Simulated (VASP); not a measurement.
Wanted: the native input for a VASP 6.6.1 run.

- Task: single point
- Functional: r2SCAN
- Potentials or basis: VASP PAW PBE potentials, release 64 (Na_pv, H)
- Cutoff: 520 eV
- k mesh: 10 × 10 × 10
- Occupations: fermi-dirac, width 0.2 eV
- Spin: no spin polarisation
- Dipole correction: no
- Further INCAR settings: ALGO = Normal; EDIFF = 1e-07; NBANDS = 11

Crystal: NaH.

```
Na H
1.0
     0.00000    2.37284    2.37284
     2.37284    0.00000    2.37284
     2.37284    2.37284    0.00000
Na H
1 1
Direct
  0.00000 0.00000 0.00000
  0.50000 0.50000 0.50000
```

This cell differs from its parent crystal: volume 13.360 Å^3 an atom, c/a of the conventional cell 1.0000.

One way to write it, as run:

POSCAR

```
NaH
1.0
    0.0000000000      2.3728419917      2.3728419917
    2.3728419917      0.0000000000      2.3728419917
    2.3728419917      2.3728419917      0.0000000000
Na H
1 1
Direct
    0.0000000000      0.0000000000      0.0000000000
    0.5000000000      0.5000000000      0.5000000000
```

INCAR.step1

```
  ALGO = Normal
  EDIFF = 1E-4
  ENCUT = 520
  GGA = PE
  ISMEAR = -1
  LASPH = T
  LCHARG = F
  LREAL = F
  LWAVE = T
  NBANDS = 11
  NELM = 80
  PREC = Accurate
  SIGMA = 0.2
```

INCAR.step2

```
  ALGO = Normal
  EDIFF = 1E-7
  ENCUT = 520
  ISIF = 2
  ISMEAR = -1
  ISTART = 1
  LASPH = T
  LCHARG = F
  LMIXTAU = T
  LREAL = F
  LWAVE = F
  METAGGA = R2SCAN
  NBANDS = 11
  NELM = 80
  PREC = Accurate
  SIGMA = 0.2
```

KPOINTS

```
k-points
0
Gamma
  10 10 10
```

Potentials or basis: VASP PAW PBE potentials, release 64 (Na_pv, H).

The run is started by

```sh
$ cat potpaw_PBE.64/Na_pv/POTCAR potpaw_PBE.64/H/POTCAR > POTCAR
$ cp INCAR.step1 INCAR
$ mpirun -np 1 vasp_std > vasp.out
$ cp INCAR.step2 INCAR
$ mpirun -np 1 vasp_std > vasp.out
```

It gave:

The pressure is 0.6 GPa. The band gap on the k mesh is 4.49 eV, indirect (least direct gap 5.32 eV).

Caveat: the PAW data sets were made with another functional, which shifts forces and pressure a little.

Run time: 63 s on 1 thread of Intel(R) Xeon(R) Platinum 8259CL CPU @ 2.50GHz (Skylake/Cascade Lake), on a shared host, peak memory 0.16 GiB.
